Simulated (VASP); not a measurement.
**HfN (rocksalt type): relaxation of cell and atoms with PBE**

The system is HfN (rocksalt type).

```
CELL_PARAMETERS angstrom
0.00000 2.15443 2.15443
2.15443 0.00000 2.15443
2.15443 2.15443 0.00000
ATOMIC_POSITIONS crystal
Hf 0.00000 0.00000 0.00000
N 0.50000 0.50000 0.50000
```

* Program: VASP 6.6.1
* Task: relaxation of cell and atoms
* Functional: PBE
* Potentials or basis: VASP PAW PBE potentials, release 64 (Hf_pv, N)
* Cutoff: 600 eV
* k mesh: 17 × 17 × 17
* Occupations: tetrahedron
* Spin: collinear spin, zero start
* Starting moments: [0.0, 0.0] μB
* Dipole correction: no
* Further INCAR settings: ALGO = Normal; EDIFF = 1e-06; IBRION = 2; EDIFFG = -0.005; NSW = 60; ISIF = 3

```
Relaxed volume                                        : 11.65 Å³/atom
Relaxed cell                                          : a = 3.206 Å, b = 3.206 Å, c = 3.206 Å, α = 60.00°, β = 60.00°, γ = 60.00°
Space group after relaxing (to 0.1 Å)                 : Fm-3m (No. 225)
Pressure after relaxing                               : 0.0 GPa
Net moment                                            : 0.00 μB per cell
Valence electrons inside the program's atomic spheres : Hf 8.59; N 3.74
```

Final structure:
```yaml
crystal:
  lattice:
    - [0.00000, 2.26718, 2.26718]
    - [2.26718, 0.00000, 2.26718]
    - [2.26718, 2.26718, 0.00000]
  atoms:
    - { symbol: Hf, position: [0.00000, 0.00000, 0.00000] }
    - { symbol: N, position: [0.50000, 0.50000, 0.50000] }
```

Levels at points of the mesh, in eV from the Fermi level:
Spin up:
```csv
k point,band 6,band 7,band 8,band 9,band 10,band 11
"(0.00, 0.00, 0.00)",-3.04,-3.04,-0.37,-0.37,-0.37,1.67
```
Spin down:
```
           k point  band 6  band 7  band 8  band 9  band 10  band 11
(0.00, 0.00, 0.00)   -3.04   -3.04   -0.37   -0.37    -0.37     1.67
```

It took 81 s on 1 thread of Intel(R) Xeon(R) 6975P-C (Granite Rapids) (shared host), peak memory 0.23 GiB.

Caveat: the volume moved by over 15 % at a fixed basis, so the end points are rough; no moment was typed at the start, so none could form; spin-orbit coupling is left out, which moves the levels of the heavy elements; tetrahedron occupations give inexact forces and stress in metals.
